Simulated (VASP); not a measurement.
# Si (I4_1/amd) in VASP: single point with PBE

Aim: the single point of Si with PBE.

Program: VASP 6.6.1. These are calculated values, not measurements. Logs are shortened: lines on timing, memory, paths and dates and some standing lists are left out, and cuts for length are marked.

## Step 1: The cell of the first run

The structure is tetragonal, space group I4_1/amd (No. 141). Conventional cell: a = 6.892 Å, b = 6.892 Å, c = 4.344 Å, α = 90.00°, β = 90.00°, γ = 90.00°. Si (site symmetry -4m2) has 8 Si at 2.37 to 3.22 Å within 3.3 Å. Within 3.3 Å of Si (site symmetry 2/m) lie 8 Si at 2.37 to 3.22 Å.

## Step 2: Single point, PBE

The input, POSCAR:

```
Si
1.0
   -3.4459288973      3.4459288973      2.1721939588
    3.4459288973     -3.4459288973      2.1721939588
    3.4459288973      3.4459288973     -2.1721939588
Si
6
Direct
    0.0000000000      0.0000000000      0.0000000000
    0.7500000000      0.2500000000      0.5000000000
    0.3750000000      0.6250000000      0.7500000000
    0.3750000000      0.1250000000      0.7500000000
    0.3750000000      0.6250000000      0.2500000000
    0.8750000000      0.6250000000      0.2500000000
```

The input, INCAR.step1:

```
ALGO = Normal
EDIFF = 1E-7
ENCUT = 520
GGA = PE
ISIF = 2
ISMEAR = 0
LASPH = True
LCHARG = True
LREAL = False
LWAVE = False
NBANDS = 21
NELM = 60
PREC = Accurate
SIGMA = 0.1
```

The input, KPOINTS.step1:

```
k-points
0
Gamma
  10 10 10
```

The input, INCAR.step2:

```
ALGO = Normal
EDIFF = 1E-7
ENCUT = 520
GGA = PE
ICHARG = 11
ISIF = 2
ISMEAR = -5
LASPH = True
LCHARG = False
LORBIT = 11
LREAL = False
LWAVE = False
NBANDS = 21
NEDOS = 2001
NELM = 60
PREC = Accurate
SIGMA = 0.1
```

The input, KPOINTS.step2:

```
k-points
0
Gamma
  15 15 15
```

Potentials or basis: VASP PAW PBE potentials, release 64 (Si).

On the command line:

```
$ cat potpaw_PBE.64/Si/POTCAR > POTCAR
$ cp INCAR.step1 INCAR
$ cp KPOINTS.step1 KPOINTS
$ mpirun -np 1 vasp_std > vasp.out
$ cp INCAR.step2 INCAR
$ cp KPOINTS.step2 KPOINTS
$ mpirun -np 1 vasp_std > vasp.out
```

OUTCAR:

```text
EDIFF = 1E-7
   ENCUT = 520
   GGA = PE
   ICHARG = 11
   ISIF = 2
   ISMEAR = -5
   LASPH = True
   LORBIT = 11
   LREAL = False
   NELM = 60
   PREC = Accurate

 ion  position               nearest neighbor table
   1  0.000  0.000  0.000-   5 2.37   4 2.37   6 2.37   3 2.37
   2  0.750  0.250  0.500-   3 2.37   4 2.37   6 2.37   5 2.37
   3  0.375  0.625  0.750-   1 2.37   2 2.37   5 2.67   5 2.67   4 2.67   4 2.67
   4  0.375  0.125  0.750-   1 2.37   2 2.37   3 2.67   6 2.67   3 2.67   6 2.67
   5  0.375  0.625  0.250-   2 2.37   1 2.37   6 2.67   3 2.67   3 2.67   6 2.67
   6  0.875  0.625  0.250-   1 2.37   2 2.37   4 2.67   5 2.67   5 2.67   4 2.67

  LATTYP: Found a body centered tetragonal cell.
 ALAT       =     6.8918577946
 C/A-ratio  =     0.6303652871

  Lattice vectors:

 A1 = (  -3.4459288973,   3.4459288973,   2.1721939588)
 A2 = (   3.4459288973,  -3.4459288973,   2.1721939588)
 A3 = (   3.4459288973,   3.4459288973,  -2.1721939588)

Analysis of symmetry for initial positions (statically):
=====================================================================
 Subroutine PRICEL returns:
 Original cell was already a primitive cell.

 Routine SETGRP: Setting up the symmetry group for a
 body centered tetragonal supercell.

 Subroutine GETGRP returns: Found 16 space group operations
 (whereof  8 operations were pure point group operations)
 out of a pool of 16 trial point group operations.

The static configuration has the point symmetry D_2d.
 The point group associated with its full space group is D_4h.

Analysis of symmetry for dynamics (positions and initial velocities):
=====================================================================
 Subroutine PRICEL returns:
 Original cell was already a primitive cell.

 Routine SETGRP: Setting up the symmetry group for a
 body centered tetragonal supercell.

 Subroutine GETGRP returns: Found 16 space group operations
 (whereof  8 operations were pure point group operations)
 out of a pool of 16 trial point group operations.

The dynamic configuration has the point symmetry D_2d.
 The point group associated with its full space group is D_4h.

 Subroutine INISYM returns: Found 16 space group operations
 (whereof  8 operations are pure point group operations),
 and found     1 'primitive' translations

[... 112 lines left out ...]
   POTIM  = 0.5000    time-step for ionic-motion
   TEBEG  =    0.0;   TEEND  =   0.0 temperature during run
   PSTRESS=    0.0 pullay stress
   NELECT =      24.0000    total number of electrons
   NUPDOWN=      -1.0000    fix difference up-down
   EMIN   =  10.00;   EMAX   =-10.00  energy-range for DOS
   EFERMI =   0.00;   METHOD = LEGACY
   ISMEAR =    -5;   SIGMA  =   0.10  broadening in eV -4-tet -1-fermi 0-gaus
   EFERMI_NEDOS =   21; number of points for ismear=-14 and -15
   IALGO  =     38    algorithm
   IMIX   =      4    mixing-type and parameters
     AMIX     =   0.40;   BMIX     =  1.00
     AMIX_MAG =   1.60;   BMIX_MAG =  1.00
  volume/ion in A,a.u.               =      17.20       116.04
  Fermi-wavevector in a.u.,A,eV,Ry     =   1.006827  1.902627 13.792233  1.013701
  Thomas-Fermi vector in A             =   2.139594
   LORBIT       =     11    0 simple, 1 ext, 2 COOP (PROOUT), +10 PAW based schemes
   GGA     = PE    functional components
   LHFCALC =     F    Hartree Fock is set to
   AEXX    =    0.0000 exact exchange contribution
   IVDW    =     0    specifies the selected vdW correction
   LEPSILON=     F    determine dielectric tensor
   LRPA    =     F    only Hartree local field effects (RPA)
 non-spin polarized calculation
 Fermi weights with tetrahedron method with Bloechl corrections
  energy-cutoff  :      520.00
  volume of cell :      103.17
 maximum number of plane-waves:      2794

 number of electron      23.9999998 magnetization

 Free energy of the ion-electron system (eV)
  ---------------------------------------------------
  ext. energy  EPLUGINS =         0.00000000
  ---------------------------------------------------
  free energy    TOTEN  =       -30.13145095 eV

  energy without entropy =      -30.13145095  energy(sigma->0) =      -30.13145095

 E-fermi :   7.6048     XC(G=0): -10.3013

 val. band max:        7.7033105203   @ k =  -0.4667   0.2000   0.0667
 cond. band min:       7.4562781916   @ k =  -0.2000   0.4667   0.2000
 fundamental gap:     -0.2470323287
 Fermi energy:         7.6048308544

 k-point     1 :       0.0000    0.0000    0.0000
  band No.  band energies     occupation
      1      -5.3878      2.00000
      2      -0.9313      2.00000
      3       0.1801      2.00000
      4       0.1801      2.00000
      5       3.2712      2.00000
      6       3.2741      2.00000
[... 565 lines left out ...]
     20      12.6179      0.00000
     21      13.4515      0.00000

 [... further k-points ...]

------------------------ aborting loop because EDIFF is reached ----------------------------------------

  FORCE on cell =-STRESS in cart. coord.  units (eV):
  Direction    XX          YY          ZZ          XY          YZ          ZX
  --------------------------------------------------------------------------------------
  -------------------------------------------------------------------------------------
  Total        0.0031313      0.0031313     -0.4649546      0.0000000      0.0000000      0.0000000
  in kB        0.0486260      0.0486260     -7.2202121      0.0000000      0.0000000      0.0000000
  external PRESSURE =      -2.3743200 kB  Pullay stress =       0.0000000 kB

 VOLUME and BASIS-vectors are now :
 -----------------------------------------------------------------------------
  energy-cutoff  :      520.00
  volume of cell :      103.17
      direct lattice vectors                 reciprocal lattice vectors
    -3.445928897  3.445928897  2.172193959     0.000000000  0.145098757  0.230182023
     3.445928897 -3.445928897  2.172193959     0.145098757  0.000000000  0.230182023
     3.445928897  3.445928897 -2.172193959     0.145098757  0.145098757  0.000000000

 POSITION                                       TOTAL-FORCE (eV/Angst)
 -----------------------------------------------------------------------------------
      0.00000      0.00000      0.00000        -0.000000     -0.000000     -0.000000
      0.00000      3.44593      1.08610         0.000000      0.000000      0.000000
      3.44593      1.72296      0.54305         0.000000      0.000000     -0.000000
      1.72296      3.44593     -0.54305         0.000000      0.000000     -0.000000
      1.72296      0.00000      1.62915         0.000000      0.000000     -0.000000
      0.00000      1.72296      2.71524         0.000000      0.000000     -0.000000
 -----------------------------------------------------------------------------------
    total drift:                               -0.000000     -0.000000      0.000000

  FREE ENERGIE OF THE ION-ELECTRON SYSTEM (eV)
  ---------------------------------------------------
  free  energy   TOTEN  =       -30.1314509529 eV

  energy  without entropy=      -30.1314509529  energy(sigma->0) =      -30.13145095

 total charge

# of ion       s       p       d       tot
------------------------------------------
    1        0.821   0.805   0.000   1.625
    2        0.821   0.805   0.000   1.625
    3        0.778   0.835   0.000   1.613
    4        0.778   0.835   0.000   1.613
    5        0.778   0.835   0.000   1.613
    6        0.778   0.835   0.000   1.613
--------------------------------------------------
tot          4.752   4.951   0.000   9.702
```

OSZICAR.step1:

```text
N       E                     dE             d eps       ncg     rms          rms(c)
DAV:   1     0.403017313771E+02    0.40302E+02   -0.94372E+03  4284   0.941E+02
DAV:   2    -0.271999749885E+02   -0.67502E+02   -0.64866E+02  5254   0.137E+02
DAV:   3    -0.302832444097E+02   -0.30833E+01   -0.30176E+01  5706   0.251E+01
DAV:   4    -0.303201132775E+02   -0.36869E-01   -0.36781E-01  5303   0.323E+00
DAV:   5    -0.303205766525E+02   -0.46337E-03   -0.46331E-03  5508   0.359E-01    0.711E+00
DAV:   6    -0.301846476275E+02    0.13593E+00   -0.94191E-02  5219   0.129E+00    0.417E+00
DAV:   7    -0.301333106468E+02    0.51337E-01   -0.15309E-01  5271   0.171E+00    0.311E-01
DAV:   8    -0.301333722792E+02   -0.61632E-04   -0.19670E-02  4964   0.658E-01    0.148E-01
DAV:   9    -0.301334383848E+02   -0.66106E-04   -0.49107E-04  5517   0.121E-01    0.112E-01
DAV:  10    -0.301334368700E+02    0.15148E-05   -0.71235E-05  5179   0.440E-02    0.942E-03
DAV:  11    -0.301334362355E+02    0.63454E-06   -0.68755E-06  5642   0.118E-02    0.470E-03
DAV:  12    -0.301334362402E+02   -0.46725E-08   -0.10196E-06  5092   0.491E-03    0.334E-03
DAV:  13    -0.301334361479E+02    0.92255E-07   -0.61695E-08  3247   0.133E-03
   1 F= -.30133436E+02 E0= -.30126505E+02  d E =-.138628E-01
```

Run time: 4.5 min. Hardware: 1 thread of Intel Xeon 6975P-C (Granite Rapids), shared host; peak memory 0.53 GiB.

What came out:

| Item | Value |
| --- | --- |
| Valence electrons inside the program's atomic spheres | Si 1.62, 1.61 (each value once) |
